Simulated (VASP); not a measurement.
# SrTiO3: electric field gradients with PBE

Crystal: SrTiO3.

```
CELL_PARAMETERS angstrom
3.89194 0.00000 0.00000
0.00000 3.89194 0.00000
0.00000 0.00000 3.89194
ATOMIC_POSITIONS crystal
Sr 0.00000 0.00000 0.00000
Ti 0.50000 0.50000 0.50000
O 0.00000 0.50000 0.50000
O 0.50000 0.00000 0.50000
O 0.50000 0.50000 0.00000
```

This cell differs from its parent crystal: volume scaled by 0.99.

```yaml
Program: VASP 6.6.1
Task: electric field gradients
Functional: PBE
Potentials_or_basis: VASP PAW PBE potentials, release 64 (Sr_sv, Ti_sv, O)
Cutoff: 520 eV
k_mesh: 7 × 7 × 7
Occupations: fermi-dirac, width 0.05 eV
Spin: no spin polarisation
Dipole_correction: no
Further_INCAR_settings: ALGO = Normal; EDIFF = 1e-08; NBANDS = 28
```

```yaml
Pressure: 6.9 GPa
Band_gap_on_the_k_mesh: 1.94 eV, indirect (least direct gap 2.22 eV)
```

Levels at points of the mesh, in eV from the valence-band top:
| k point | band 18 | band 19 | band 20 | band 21 | band 22 | band 23 |
| --- | --- | --- | --- | --- | --- | --- |
| (0.00, 0.00, 0.00) | -0.28 | -0.28 | -0.28 | 1.94 | 1.94 | 1.94 |

Electric field gradients, principal values (V/Å²):
| atom | least | middle | greatest (by size) |
| --- | --- | --- | --- |
| 1 Sr | 0.000 | 0.000 | 0.000 |
| 2 Ti | 0.000 | 0.000 | 0.000 |
| 3 O | -5.204 | -5.204 | 10.408 |
| 4 O | -5.204 | -5.204 | 10.408 |
| 5 O | -5.204 | -5.204 | 10.408 |

It took 19 s on 1 thread of Intel(R) Xeon(R) 6975P-C (Granite Rapids), with other jobs on the host, peak memory 0.18 GiB.

Caveat: without QUAD_EFG the Cq values of the log hold for a quadrupole moment of 1 mb, not for the nuclei. A k mesh can miss the band edges.
